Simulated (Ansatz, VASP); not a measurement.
BN: VASP beside Ansatz

Contents of POSCAR:

```
BN
1.0
    0.0000000000      1.8856816338      1.7693476874
    1.8856816338      0.0000000000      1.7693476874
    1.8856816338      1.8856816338      0.0000000000
B N
1 1
Direct
    0.0000000000      0.0000000000      0.0000000000
    0.2500000000      0.2500000000      0.2500000000
```

INCAR.step1

```
ALGO = Normal ; EDIFF = 1E-4
ENCUT = 520 ; GGA = PE
ISMEAR = 0 ; LASPH = T
LCHARG = F ; LREAL = F
LWAVE = T ; NBANDS = 11
NELM = 80 ; PREC = Accurate
SIGMA = 0.01
```

INCAR.step2

```
ALGO = Normal ; EDIFF = 1E-6
ENCUT = 520 ; ISIF = 2
ISMEAR = 0 ; ISTART = 1
LASPH = T ; LCHARG = F
LMIXTAU = T ; LREAL = F
LWAVE = F ; METAGGA = R2SCAN
NBANDS = 11 ; NELM = 80
PREC = Accurate ; SIGMA = 0.01
```

Contents of KPOINTS:

```
k-points
0
Gamma
  12 12 12
```

Input for Ansatz:

```yaml
crystal:
  lattice:
    - [0.0, 1.8856816338, 1.7693476874]
    - [1.8856816338, 0.0, 1.7693476874]
    - [1.8856816338, 1.8856816338, 0.0]
  atoms:
    - { symbol: B, position: [0.0, 0.0, 0.0] }
    - { symbol: "N", position: [0.25, 0.25, 0.25] }
kpoints:
  mp_grid: { grid: [12, 12, 12] }
  band_path:
    path:
      - [0.0, 0.0, 0.0]
      - [-0.5, -0.5, 0.0]
      - [-0.375, -0.375, 0.25]
      - [-0.375, 0.0, 0.375]
      - [0.0, 0.0, 0.5]
      - [-0.5, -0.25, 0.25]
    npoints: 1
hamiltonian:
  xc: r2scan
scf:
  occupations: { method: fixed }
  n_extra_bands: 4
output:
  forces: true
  stress: true
  eigenvalues: true
```

Change from the starting cell: epitaxial_xy strain +4.5%.

Alike in both runs: task single point; functional r2SCAN; k mesh 12 × 12 × 12; no spin polarisation.

|  | VASP | Ansatz |
| --- | --- | --- |
| version | VASP 6.6.1 | Ansatz 0.2.0 |
| potentials or method | VASP PAW PBE potentials, release 64 (B, N) | plane waves, PAW |
| plane-wave cutoff (eV) | 520 | 500 |
| occupations | gaussian, width 0.01 eV | fixed |
| valence electrons in the cell | 8 | 8 |

VASP gave:

| Quantity | Value |
| --- | --- |
| gap on the k mesh at the Fermi level (eV) | 3.87 |
| pressure (GPa) | -22.6 |
| traceless stress, the component that is largest in VASP (GPa) | 23.43 |

Question: Estimate Ansatz's values.

Answer: gap on the k mesh at the Fermi level (eV): 3.89; pressure (GPa): -23.5; traceless stress, the component that is largest in VASP (GPa): 23.50.

VASP's potentials were made for PBE, not for r2SCAN.
